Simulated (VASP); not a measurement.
KBr: single point with LDA

Crystal: KBr.

```xyz
2
Lattice="4.0435 0.0000 0.0000 0.0000 4.0435 0.0000 0.0000 0.0000 4.0435" Properties=species:S:1:pos:R:3 pbc="T T T"
K     0.0000    0.0000    0.0000
Br    2.0217    1.5217    2.0217
```

This cell differs from its parent crystal: all Br atoms moved -0.500 Å, as atom 2 along Cartesian [0 1 0].

* Program: VASP 6.6.1
* Task: single point
* Functional: LDA
* Potentials or basis: VASP PAW LDA potentials, release 64 (K_sv, Br)
* Cutoff: 520 eV
* k mesh: 6 × 6 × 6
* Occupations: gaussian, width 0.05 eV
* Spin: no spin polarisation
* Dipole correction: no
* Further INCAR settings: ALGO = Normal; EDIFF = 1e-07; NBANDS = 15

```yaml
Pressure: -1.6 GPa
Largest_force: 0.181 eV/Å
Band_gap_on_the_k_mesh: 3.54 eV, indirect (least direct gap 3.82 eV)
```

Forces in eV/Å, atoms in the order of the input:
```
K    0.000 -0.181  0.000
Br   0.000  0.181  0.000
```

Levels at points of the mesh, in eV from the valence-band top:
```csv
k point,band 4,band 5,band 6,band 7,band 8,band 9,band 10,band 11,band 12,band 13
"(0.00, 0.00, 0.00)",-11.81,-11.78,-0.30,-0.28,-0.28,3.54,5.55,6.12,9.42,9.77
"(0.50, 0.00, 0.00)",-11.79,-11.59,-1.99,-0.31,-0.14,6.10,6.61,7.41,7.97,9.68
"(0.00, 0.50, 0.00)",-11.79,-11.69,-1.96,-0.24,-0.24,6.29,6.64,7.52,9.20,9.20
"(0.50, 0.50, 0.00)",-11.77,-11.77,-1.44,-1.37,-0.09,4.98,6.32,7.95,8.13,9.78
"(0.50, 0.00, 0.50)",-11.98,-11.79,-1.40,-1.40,0.00,5.06,6.64,7.95,7.95,10.47
"(0.50, 0.50, 0.50)",-11.94,-11.94,-1.41,-1.41,-1.40,6.80,6.80,7.30,9.51,9.91
```

It took 18 s on 1 thread of AMD EPYC 9R14 (Zen 4) (shared host), peak memory 0.13 GiB.

Caveat: the cell differs from its parent crystal (all Br atoms moved -0.500 Å, as atom 2 along Cartesian [0 1 0]). A k mesh can miss the band edges.
